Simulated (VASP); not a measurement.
# BAs (I-4m2) in VASP: further runs

BAs is run at these levels: PBE; tasks: single point.

Program: VASP 6.6.1. These are calculated values, not measurements. Logs are shortened: lines on timing, memory, paths and dates and some standing lists are left out, and cuts for length are marked.

## Step 1: The cell of the first run

Symmetry: I-4m2, No. 119, tetragonal system. The conventional cell has a = 3.400 Å, b = 3.400 Å, c = 4.953 Å, α = 90.00°, β = 90.00°, γ = 90.00°. Within 2.8 Å of B (site symmetry -4m2) lie 4 As at 2.10 Å. As (site symmetry -4m2) has 4 B at 2.10 Å within 2.8 Å.

## Step 2: Single point, PBE (strain +0.0300 x Voigt [0, 1, 0, 0, 0, 0])

INCAR

```
ALGO = Normal
EDIFF = 1E-6
ENCUT = 520
GGA = PE
ISIF = 2
ISMEAR = 0
LASPH = T
LCHARG = T
LELF = T
LREAL = F
LVHAR = T
LWAVE = F
NBANDS = 11
NELM = 60
PREC = Accurate
SIGMA = 0.05
```

KPOINTS

```
k-points
0
Gamma
  10 10 10
```

POSCAR

```
BAs
1.0
    0.0000000000      2.4765434959      2.4044111611
    2.4044111611      0.0000000000      2.4044111611
    2.4044111611      2.4765434959      0.0000000000
B As
1 1
Direct
    0.0000000000      0.0000000000      0.0000000000
    0.7500000000      0.7500000000      0.7500000000
```

Potentials or basis: VASP PAW PBE potentials, release 64 (B, As).

The run is started by

```
cat potpaw_PBE.64/B/POTCAR potpaw_PBE.64/As/POTCAR > POTCAR
mpirun -np 1 vasp_std > vasp.out
```

OUTCAR:

```text
EDIFF = 1E-6
   ENCUT = 520
   GGA = PE
   ISIF = 2
   ISMEAR = 0
   LASPH = T
   LREAL = F
   NELM = 60
   PREC = Accurate

 ion  position               nearest neighbor table
   1  0.000  0.000  0.000-   2 2.10   2 2.10   2 2.10   2 2.10
   2  0.750  0.750  0.750-   1 2.10   1 2.10   1 2.10   1 2.10

  LATTYP: Found a body centered tetragonal cell.
 ALAT       =     3.4003508735
 C/A-ratio  =     1.4566399692

  Lattice vectors:

 A1 = (   0.0000000000,  -2.4765434959,   2.4044111611)
 A2 = (   0.0000000000,  -2.4765434959,  -2.4044111611)
 A3 = (   2.4044111611,   2.4765434959,   0.0000000000)

Analysis of symmetry for initial positions (statically):
=====================================================================
 Subroutine PRICEL returns:
 Original cell was already a primitive cell.

 Routine SETGRP: Setting up the symmetry group for a
 body centered tetragonal supercell.

 Subroutine GETGRP returns: Found  8 space group operations
 (whereof  8 operations were pure point group operations)
 out of a pool of 16 trial point group operations.

The static configuration has the point symmetry D_2d.

Analysis of symmetry for dynamics (positions and initial velocities):
=====================================================================
 Subroutine PRICEL returns:
 Original cell was already a primitive cell.

 Routine SETGRP: Setting up the symmetry group for a
 body centered tetragonal supercell.

 Subroutine GETGRP returns: Found  8 space group operations
 (whereof  8 operations were pure point group operations)
 out of a pool of 16 trial point group operations.

The dynamic configuration has the point symmetry D_2d.

 Subroutine INISYM returns: Found  8 space group operations
 (whereof  8 operations are pure point group operations),
 and found     1 'primitive' translations

----------------------------------------------------------------------------------------

                                     Primitive cell

  volume of cell :      28.6348

  direct lattice vectors                    reciprocal lattice vectors
     0.000000000  2.476543496  2.404411161    -0.207951123  0.201894294  0.207951123
     2.404411161  0.000000000  2.404411161     0.207951123 -0.201894294  0.207951123
     2.404411161  2.476543496  0.000000000     0.207951123  0.201894294 -0.207951123

  length of vectors
     3.451733002  3.400350874  3.451733002     0.356719280  0.356719280  0.356719280

  position of ions in fractional coordinates (direct lattice)
     0.000000000  0.000000000  0.000000000
     0.750000000  0.750000000  0.750000000

  ion indices of the primitive-cell ions
   primitive index   ion index
                 1           1
                 2           2

----------------------------------------------------------------------------------------

 KPOINTS: k-points

Automatic generation of k-mesh.
 Grid dimensions read from file:
 generate k-points for:   10   10   10

 Generating k-lattice:

  Cartesian coordinates                     Fractional coordinates (reciprocal lattice)
    -0.020795112  0.020189429  0.020795112     0.100000000  0.000000000  0.000000000
     0.020795112 -0.020189429  0.020795112    -0.000000000  0.100000000 -0.000000000
     0.020795112  0.020189429 -0.020795112     0.000000000  0.000000000  0.100000000

  Length of vectors
     0.035671928  0.035671928  0.035671928

  Shift w.r.t. Gamma in fractional coordinates (k-lattice)
     0.000000000  0.000000000  0.000000000

 Subroutine IBZKPT returns following result:
 ===========================================

 Found    102 irreducible k-points:

 Following reciprocal coordinates:
            Coordinates               Weight
  0.000000  0.000000  0.000000      1.000000
  0.100000  0.000000 -0.000000      8.000000
  0.200000  0.000000 -0.000000      8.000000
  0.300000  0.000000  0.000000      8.000000
  0.400000  0.000000  0.000000      8.000000
  0.500000  0.000000 -0.000000      4.000000
[... 16 lines left out ...]
  0.300000  0.300000  0.000000      4.000000
  0.400000  0.300000  0.000000     16.000000
 [... further k-points ...]
   k-points           NKPTS =    102   k-points in BZ     NKDIM =    102   number of bands    NBANDS=     11
   number of dos      NEDOS =    301   number of ions     NIONS =      2
   total plane-waves  NPLWV =  21952
   dimension x,y,z NGX =    28 NGY =   28 NGZ =   28
   dimension x,y,z NGXF=    56 NGYF=   56 NGZF=   56
   ions per type =               1   1
   NGX,Y,Z   is equivalent  to a cutoff of  13.49, 13.69, 13.49 a.u.
   NGXF,Y,Z  is equivalent  to a cutoff of  26.97, 27.38, 26.97 a.u.
 SYSTEM =  unknown system
   PREC   = accura    normal or accurate (medium, high low for compatibility)
   ISTART =      0    job   : 0-new  1-cont  2-samecut
   ICHARG =      2    charge: 1-file 2-atom 10-const
   ISPIN  =      1    spin polarized calculation?
   LNONCOLLINEAR =      F non collinear calculations
   LSORBIT =      F    spin-orbit coupling
   LASPH  =      T    aspherical Exc in radial PAW
   ENCUT  =  520.0 eV  38.22 Ry    6.18 a.u.   6.42  6.32  6.42*2*pi/ulx,y,z
   NELM   =     60;   NELMIN=  2; NELMDL= -5     # of ELM steps
   EDIFF  = 0.1E-05   stopping-criterion for ELM
   LREAL  =      F    real-space projection
   EDIFFG = 0.1E-04   stopping-criterion for IOM
   NSW    =      0    number of steps for IOM
   IBRION =     -1    ionic relax: 0-MD 1-quasi-New 2-CG
   NFREE  =      0    steps in history (QN), initial steepest desc. (CG)
   ISIF   =      2    stress and relaxation
   ISYM   =      2    0-nonsym 1-usesym 2-fastsym
   POTIM  = 0.5000    time-step for ionic-motion
   TEBEG  =    0.0;   TEEND  =   0.0 temperature during run
   PSTRESS=    0.0 pullay stress
   NELECT =       8.0000    total number of electrons
   NUPDOWN=      -1.0000    fix difference up-down
   EMIN   =  10.00;   EMAX   =-10.00  energy-range for DOS
   EFERMI =   0.00;   METHOD = LEGACY
   ISMEAR =     0;   SIGMA  =   0.05  broadening in eV -4-tet -1-fermi 0-gaus
   EFERMI_NEDOS =   21; number of points for ismear=-14 and -15
   IALGO  =     38    algorithm
   IMIX   =      4    mixing-type and parameters
     AMIX     =   0.40;   BMIX     =  1.00
     AMIX_MAG =   1.60;   BMIX_MAG =  1.00
  volume/ion in A,a.u.               =      14.32        96.62
  Fermi-wavevector in a.u.,A,eV,Ry     =   1.070222  2.022425 15.583761  1.145374
  Thomas-Fermi vector in A             =   2.205925
   LORBIT       =      0    0 simple, 1 ext, 2 COOP (PROOUT), +10 PAW based schemes
   GGA     = PE    functional components
   LHFCALC =     F    Hartree Fock is set to
   AEXX    =    0.0000 exact exchange contribution
   IVDW    =     0    specifies the selected vdW correction
   LEPSILON=     F    determine dielectric tensor
   LRPA    =     F    only Hartree local field effects (RPA)
 non-spin polarized calculation
 Gauss-broadening in eV      SIGMA  =   0.05
  energy-cutoff  :      520.00
  volume of cell :       28.63
 maximum number of plane-waves:       787
 NGX is ok and might be reduce to    28
   NGX = 13   NGY = 13   NGZ = 13

 number of electron       7.9999999 magnetization

 Free energy of the ion-electron system (eV)
  ---------------------------------------------------
  ext. energy  EPLUGINS =         0.00000000
  ---------------------------------------------------
  free energy    TOTEN  =       -11.39632720 eV

  energy without entropy =      -11.39632720  energy(sigma->0) =      -11.39632720

 E-fermi :   5.8898     XC(G=0): -10.3721

 val. band max:        5.6880389933   @ k =   0.0000   0.0000   0.0000
 cond. band min:       6.6971937524   @ k =   0.4000   0.4000   0.0000
 fundamental gap:      1.0091547590
 Fermi energy:         5.8898124288

 k-point     1 :       0.0000    0.0000    0.0000
  band No.  band energies     occupation
      1      -9.3668      2.00000
      2       5.4008      2.00000
      3       5.6880      2.00000
      4       5.6880      2.00000
      5       8.7507      0.00000
      6       8.7507      0.00000
      7       8.9388      0.00000
      8       9.6478      0.00000
      9      14.9455      0.00000
     10      17.9185      0.00000
     11      18.7398      0.00000

 k-point     2 :       0.1000    0.0000   -0.0000
  band No.  band energies     occupation
      1      -9.2100      2.00000
      2       4.2129      2.00000
      3       5.2160      2.00000
      4       5.4106      2.00000
      5       8.8073      0.00000
      6       9.1347      0.00000
      7       9.2693      0.00000
      8      10.6519      0.00000
      9      15.5551      0.00000
     10      16.9999      0.00000
     11      17.6367      0.00000

 k-point     3 :       0.2000    0.0000   -0.0000
  band No.  band energies     occupation
      1      -8.7483      2.00000
      2       1.9371      2.00000
      3       4.6405      2.00000
      4       4.8842      2.00000
      5       8.5286      0.00000
      6       9.8589      0.00000
      7       9.9100      0.00000
      8      12.3720      0.00000
      9      16.3104      0.00000
     10      16.7006      0.00000
     11      16.8252      0.00000

 k-point     4 :       0.3000    0.0000    0.0000
  band No.  band energies     occupation
      1      -8.0199      2.00000
      2      -0.2592      2.00000
      3       4.1294      2.00000
      4       4.4215      2.00000
      5       8.2269      0.00000
      6      10.2628      0.00000
      7      10.3353      0.00000
      8      13.7556      0.00000
      9      16.5526      0.00000
     10      17.0833      0.00000
     11      17.1502      0.00000
[... 239 lines left out ...]
 k-point    22 :      -0.2000    0.2000    0.0000
  band No.  band energies     occupation
      1      -7.7816      2.00000
      2       0.2789      2.00000
      3       1.7926      2.00000
      4       4.2701      2.00000
      5       9.2250      0.00000
      6      10.5426      0.00000
      7      11.5508      0.00000
      8      12.3766      0.00000
      9      15.3755      0.00000
     10      17.8500      0.00000
     11      19.2257      0.00000

 k-point    23 :       0.3000    0.3000    0.0000
  band No.  band energies     occupation
      1      -7.5090      2.00000
      2       0.5392      2.00000
      3       2.4542      2.00000
      4       2.5356      2.00000
      5       6.9074      0.00000
      6       9.1823      0.00000
      7      13.4152      0.00000
      8      14.0581      0.00000
      9      16.2368      0.00000
     10      20.0276      0.00000
     11      20.4297      0.00000

 k-point    24 :       0.4000    0.3000    0.0000
  band No.  band energies     occupation
      1      -6.8137      2.00000
      2      -0.6682      2.00000
      3       1.7778      2.00000
      4       2.2076      2.00000
      5       7.1953      0.00000
      6       8.8905      0.00000
      7      13.8586      0.00000
      8      14.5574      0.00000
      9      17.2809      0.00000
     10      20.7148      0.00000
     11      21.1925      0.00000

 [... further k-points ...]
[... 5 lines left out ...]
  --------------------------------------------------------------------------------------
  -------------------------------------------------------------------------------------
  Total       -0.1941440     -1.2793864     -0.1941440     -0.0000000      0.0000000      0.0000000
  in kB      -10.8627863    -71.5844819    -10.8627863     -0.0000000      0.0000000      0.0000000
  external PRESSURE =     -31.1033515 kB  Pullay stress =       0.0000000 kB

 VOLUME and BASIS-vectors are now :
 -----------------------------------------------------------------------------
  energy-cutoff  :      520.00
  volume of cell :       28.63
      direct lattice vectors                 reciprocal lattice vectors
     0.000000000  2.476543496  2.404411161    -0.207951123  0.201894294  0.207951123
     2.404411161  0.000000000  2.404411161     0.207951123 -0.201894294  0.207951123
     2.404411161  2.476543496  0.000000000     0.207951123  0.201894294 -0.207951123

 POSITION                                       TOTAL-FORCE (eV/Angst)
 -----------------------------------------------------------------------------------
      0.00000      0.00000      0.00000        -0.000000      0.000000     -0.000000
      3.60662      3.71482      3.60662         0.000000     -0.000000      0.000000
 -----------------------------------------------------------------------------------
    total drift:                                0.000000      0.000000      0.000000

  FREE ENERGIE OF THE ION-ELECTRON SYSTEM (eV)
  ---------------------------------------------------
  free  energy   TOTEN  =       -11.3963272042 eV

  energy  without entropy=      -11.3963272042  energy(sigma->0) =      -11.39632720
```

It took 16 s on 1 thread of Intel Xeon Platinum 8559C (Emerald Rapids), shared host; peak memory 0.18 GiB.

What came out:

```yaml
Free_energy: -11.3963 eV
Pressure: -3.1 GPa
Band_gap_on_the_k_mesh: 1.01 eV, indirect (least direct gap 3.06 eV)
```

Stress tensor (GPa, compression positive):
```
-1.09  0.00  0.00
 0.00 -7.16  0.00
 0.00  0.00 -1.09
```

Caveat: the cell differs from its parent crystal (strain +0.0300 x Voigt [0, 1, 0, 0, 0, 0]). A k mesh can miss the band edges.

## Step 3: Single point, PBE (strain +0.0100 x Voigt [0, 1, 0, 0, 0, 0])

INCAR

```
PREC = Accurate
ENCUT = 520
EDIFF = 1E-6
ISMEAR = 0
SIGMA = 0.05
LREAL = F
LASPH = T
NELM = 80
ALGO = Normal
ISIF = 2
LWAVE = F
LCHARG = F
GGA = PE
NBANDS = 11
```

KPOINTS

```
regular mesh
0
Gamma
  10 10 10
```

POSCAR

```
BAs
1.0
    0.0000000000      2.4284552727      2.4044111611
    2.4044111611      0.0000000000      2.4044111611
    2.4044111611      2.4284552727      0.0000000000
B As
1 1
Direct
    0.0000000000      0.0000000000      0.0000000000
    0.7500000000      0.7500000000      0.7500000000
```

Potentials or basis: VASP PAW PBE potentials, release 64 (B, As).

The run is started by

```
cat potpaw_PBE.64/B/POTCAR potpaw_PBE.64/As/POTCAR > POTCAR
mpirun -np 1 vasp_std > vasp.out
```

It took 16 s on 1 thread of Intel Xeon Platinum 8559C (Emerald Rapids), shared host; peak memory 0.18 GiB.

It converged, with:

* Free energy: -11.4122 eV
* Pressure: -0.7 GPa
* Band gap on the k mesh: 1.13 eV, indirect (least direct gap 3.19 eV)

Stress tensor (GPa, compression positive):
```
-0.01  0.00  0.00
 0.00 -2.03  0.00
 0.00  0.00 -0.01
```

Levels at points of the mesh, in eV from the valence-band top:
| k point | band 1 | band 2 | band 3 | band 4 | band 5 | band 6 | band 7 | band 8 | band 9 |
| --- | --- | --- | --- | --- | --- | --- | --- | --- | --- |
| (0.00, 0.00, 0.00) | -15.16 | -0.10 | 0.00 | 0.00 | 3.19 | 3.19 | 3.25 | 4.28 | 9.41 |
| (0.50, 0.00, 0.00) | -12.40 | -8.61 | -1.86 | -1.74 | 2.48 | 4.68 | 4.75 | 8.77 | 12.46 |
| (0.50, 0.50, 0.00) | -11.10 | -8.37 | -4.03 | -4.01 | 1.40 | 1.40 | 10.98 | 11.12 | 12.60 |
| (0.50, 0.00, 0.50) | -11.18 | -8.45 | -3.93 | -3.93 | 1.51 | 1.52 | 11.04 | 11.04 | 12.50 |

Caveat: the cell differs from its parent crystal (strain +0.0100 x Voigt [0, 1, 0, 0, 0, 0]).
